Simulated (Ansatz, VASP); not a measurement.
# TiN: VASP beside Ansatz

INCAR

```
PREC = Accurate
ENCUT = 600
EDIFF = 1E-7
ISMEAR = 0
SIGMA = 0.1
LREAL = False
LASPH = True
NELM = 60
ALGO = Normal
ISIF = 3
LWAVE = False
LCHARG = False
GGA = PE
IBRION = 2
NSW = 100
EDIFFG = -0.005
```

The input KPOINTS:

```
Automatic mesh
0
Gamma
  18 18 18
```

File POSCAR:

```
TiN
1.0
    0.0000000000      2.1220000000      2.1220000000
    2.1220000000      0.0000000000      2.1220000000
    2.1220000000      2.1220000000      0.0000000000
Ti N
1 1
Direct
    0.0000000000      0.0000000000      0.0000000000
    0.5000000000      0.5000000000      0.5000000000
```

Input for Ansatz:

```yaml
crystal:
  lattice:
    - [0.0, 2.122, 2.122]
    - [2.122, 0.0, 2.122]
    - [2.122, 2.122, 0.0]
  atoms:
    - { symbol: Ti, position: [0.0, 0.0, 0.0] }
    - { symbol: "N", position: [0.5, 0.5, 0.5] }
basis:
  ecutwfc: 420
kpoints:
  mp_grid: { grid: [18, 18, 18] }
hamiltonian:
  xc: pbe
scf:
  occupations: { method: gaussian, width: 0.1 }
output:
  forces: true
  stress: true
  eigenvalues: true
relax:
  adjacent_minimum: "off"
  f_tol: 0.005
  max_steps: 80
  cell: { stress_tol: 0.05 }
```

Alike in both runs: task relaxation of cell and atoms; functional PBE; k mesh 18 × 18 × 18; occupations gaussian, width 0.1 eV; no spin polarisation.

|  | VASP | Ansatz |
| --- | --- | --- |
| version | VASP 6.6.1 | Ansatz 0.2.0 |
| potentials or method | VASP PAW PBE potentials, release 64 (Ti_sv, N), cutoff 600 eV | scalar-relativistic, plane waves, PAW |
| valence electrons in the cell | 17 | 17 |

```csv
,VASP,Ansatz,Ansatz less VASP
"gap on the k mesh at the Fermi level, each at its own relaxed structure (eV)",none,none,-
relaxed volume (Å³/atom),9.59,9.57,-0.012
relaxed cell length with the largest relative difference (Å),3.004,3.003,-0.0013
```

A gap of «none» marks a metal or a gap that the smearing closes.
